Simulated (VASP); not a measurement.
A run of VASP 6.6.1:

The input INCAR:

```
  PREC = Accurate
  ENCUT = 520
  EDIFF = 1E-6
  ISMEAR = 0
  SIGMA = 0.05
  LREAL = F
  LASPH = T
  NELM = 100
  ALGO = Normal
  ISIF = 2
  LWAVE = F
  LCHARG = T
  GGA = PE
  LELF = T
  LVHAR = T
  NBANDS = 11
```

KPOINTS

```
Automatic mesh
0
Gamma
  12 12 12
```

File POSCAR:

```
BN
1.0
    0.0000000000      1.8113033220      1.7465078796
    1.7465078796      0.0000000000      1.7465078796
    1.7465078796      1.8113033220      0.0000000000
B N
1 1
Direct
    0.0000000000      0.0000000000      0.0000000000
    0.7500000000      0.7500000000      0.7500000000
```

Potentials or basis: VASP PAW PBE potentials, release 64 (B, N).

Run with:

```sh
$ cat potpaw_PBE.64/B/POTCAR potpaw_PBE.64/N/POTCAR > POTCAR
$ mpirun -np 1 vasp_std > vasp.out
```

Hardware: 1 thread of Intel Xeon 8259CL, with other jobs on the host.

Problem. Estimate the wall time of this run.

Solution. Run time: 29 s on 1 thread of Intel Xeon 8259CL, on a shared host, peak memory 0.13 GiB. Counts: scf iterations 12, k points 163.
